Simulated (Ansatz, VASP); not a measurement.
**One calculation of Cs, two programs**

INCAR

```
SYSTEM = Cs
ALGO = Normal ; EDIFF = 1E-7
ENCUT = 520 ; GGA = PE
ISIF = 2 ; ISMEAR = -1
LASPH = .True. ; LCHARG = .False.
LREAL = .False. ; LWAVE = .False.
NBANDS = 26 ; NELM = 100
PREC = Accurate ; SIGMA = 0.05
```

KPOINTS

```
k-points
0
Gamma
  6 4 4
  0 0 0
```

File POSCAR:

```
Cs
1.0
   -2.7487440651      4.7609643778      0.0000000000
    0.0000000000      0.0000000000      8.9059307710
    8.2462321953      4.7609643778      0.0000000000
Cs
4
Direct
    0.5000000000      0.2500000000      0.1666666670
    0.0000000000      0.2500000000      0.6666666670
    0.0000000000      0.7500000000      0.3333333330
    0.5000000000      0.7500000000      0.8333333330
```

Input for Ansatz:

```yaml
crystal:
  lattice:
    - [-2.7487440651, 4.7609643778, 0.0]
    - [0.0, 0.0, 8.905930771]
    - [8.2462321953, 4.7609643778, 0.0]
  atoms:
    - { symbol: Cs, position: [0.5, 0.25, 0.166666667] }
    - { symbol: Cs, position: [0.0, 0.25, 0.666666667] }
    - { symbol: Cs, position: [0.0, 0.75, 0.333333333] }
    - { symbol: Cs, position: [0.5, 0.75, 0.833333333] }
kpoints:
  mp_grid: { grid: [6, 4, 4] }
scf:
  occupations: { method: fermi_dirac, width: 0.05 }
hamiltonian:
  xc: pbe
  pseudopotentials: { kind: all_electron, lapw: { basis_error: 0.001 } }
output:
  forces: true
  stress: true
  eigenvalues: true
```

Alike in both runs: task single point; functional PBE; k mesh 6 × 4 × 4; occupations fermi-dirac, width 0.05 eV; no spin polarisation.

|  | VASP | Ansatz |
| --- | --- | --- |
| version | VASP 6.6.1 | Ansatz 0.2.0 |
| potentials or method | VASP PAW PBE potentials, release 64 (Cs_sv), cutoff 520 eV | all-electron LAPW, scalar-relativistic |

|  | VASP | Ansatz | Ansatz less VASP |
| --- | --- | --- | --- |
| pressure (GPa) | 0.0 | 0.0 | +0.01 |

Ansatz ran all-electron here, and VASP with PAW potentials.

Neither program's run includes spin-orbit coupling.
